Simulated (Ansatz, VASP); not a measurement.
**C: VASP beside Ansatz**

File INCAR:

```
SYSTEM = C
PREC     = Accurate       ! precision mode
ENCUT    = 520            ! plane-wave cutoff, eV
EDIFF    = 1E-6           ! SCF threshold, eV
ISMEAR   = 0              ! smearing method
SIGMA    = 0.020999999999999998 ! smearing width, eV
LREAL    = .False.        ! projectors in reciprocal space
LASPH    = .True.         ! aspherical terms in the spheres
NELM     = 100            ! most SCF steps
ALGO     = Normal         ! electronic algorithm
ISIF     = 2              ! what is computed and relaxed
LWAVE    = .False.        ! write WAVECAR
LCHARG   = .True.         ! write CHGCAR
GGA      = PE             ! functional
LELF     = .True.         ! ELF
LVHAR    = .True.       
NBANDS   = 11             ! bands
```

File KPOINTS:

```
Automatic mesh
0
Gamma
  13 13 13
  0 0 0
```

The input POSCAR:

```
C
1.0
    0.0000000000      1.7833700000      1.7833700000
    1.7833700000      0.0000000000      1.7833700000
    1.7833700000      1.7833700000      0.0000000000
C
2
Direct
    0.7500000000      0.7500000000      0.7500000000
    0.5000000000      0.5000000000      0.5000000000
```

File input.yaml:

```yaml
crystal:
  lattice:
    - [0.0, 1.78337, 1.78337]
    - [1.78337, 0.0, 1.78337]
    - [1.78337, 1.78337, 0.0]
  atoms:
    - { symbol: C, position: [0.75, 0.75, 0.75] }
    - { symbol: C, position: [0.5, 0.5, 0.5] }
kpoints:
  mp_grid: { grid: [13, 13, 13] }
scf:
  occupations: { method: gaussian, width: 0.021 }
hamiltonian:
  xc: pbe
  pseudopotentials: { kind: all_electron, lapw: { basis_error: 0.001 } }
output:
  forces: true
  stress: true
  eigenvalues: true
```

Alike in both runs: task single point; functional PBE; k mesh 13 × 13 × 13; occupations gaussian, width 0.021 eV; no spin polarisation.

|  | VASP | Ansatz |
| --- | --- | --- |
| version | VASP 6.6.1 | Ansatz 0.2.0 |
| potentials or method | VASP PAW PBE potentials, release 64 (C), cutoff 520 eV | all-electron LAPW, scalar-relativistic |

Ansatz gave:

```
gap on the k mesh at the Fermi level (eV) : 4.15
least direct gap on the mesh (eV)         : 5.60
pressure (GPa)                            : 1.8
```

Task: What did VASP give for the same quantities?

Result: gap on the k mesh at the Fermi level (eV): 4.14; least direct gap on the mesh (eV): 5.59; pressure (GPa): 2.5.

Ansatz ran all-electron here, and VASP with PAW potentials.
